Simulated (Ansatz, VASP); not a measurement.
**One calculation of InSe, two programs**

Contents of INCAR:

```
SYSTEM = InSe
  PREC = Accurate
  ENCUT = 520
  EDIFF = 1E-6
  ISMEAR = 0
  SIGMA = 0.1
  LREAL = .FALSE.
  LASPH = .TRUE.
  NELM = 60
  ALGO = Normal
  ISIF = 2
  LWAVE = .FALSE.
  LCHARG = .FALSE.
  NBANDS = 16
```

KPOINTS

```
regular mesh
0
G
  20 20 20
  0 0 0
```

POSCAR

```
InSe
1.0
    0.0000000000      2.9335307489      2.9335307489
    2.9335307489      0.0000000000      2.9335307489
    2.9335307489      2.9335307489      0.0000000000
In Se
1 1
Direct
    0.0000000000      0.0000000000      0.0000000000
    0.5000000000      0.5000000000      0.5000000000
```

Input for Ansatz:

```yaml
crystal:
  lattice:
    - [0.0, 2.9335307489, 2.9335307489]
    - [2.9335307489, 0.0, 2.9335307489]
    - [2.9335307489, 2.9335307489, 0.0]
  atoms:
    - { symbol: In, position: [0.0, 0.0, 0.0] }
    - { symbol: Se, position: [0.5, 0.5, 0.5] }
scf:
  occupations: { method: gaussian, width: 0.1 }
output:
  forces: true
  stress: true
  eigenvalues: true
  write_density: true
  write_potential: true
  elf: true
  volumetric_format: npy
hamiltonian:
  xc: lda
basis:
  ecutwfc: 450
kpoints:
  mp_grid: { grid: [20, 20, 20] }
```

Alike in both runs: task single point; functional LDA; k mesh 20 × 20 × 20; occupations gaussian, width 0.1 eV; no spin polarisation.

```csv
,VASP,Ansatz
version,VASP 6.6.1,Ansatz 0.2.0
potentials or method,"VASP PAW LDA potentials, release 64 (In_d, Se), cutoff 520 eV","scalar-relativistic, plane waves, PAW"
valence electrons in the cell,19,29
```

|  | VASP | Ansatz | Ansatz less VASP |
| --- | --- | --- | --- |
| gap on the k mesh at the Fermi level (eV) | none | none | - |
| pressure (GPa) | -3.2 | -3.3 | -0.09 |

LDA's correlation is that of Perdew and Zunger in VASP and of Perdew and Wang (1992) in Ansatz. A gap of «none» marks a metal or a gap that the smearing closes. VASP's potentials hold 19 valence electrons a cell and Ansatz's 29, so a difference there can come from the potentials and not from the codes.
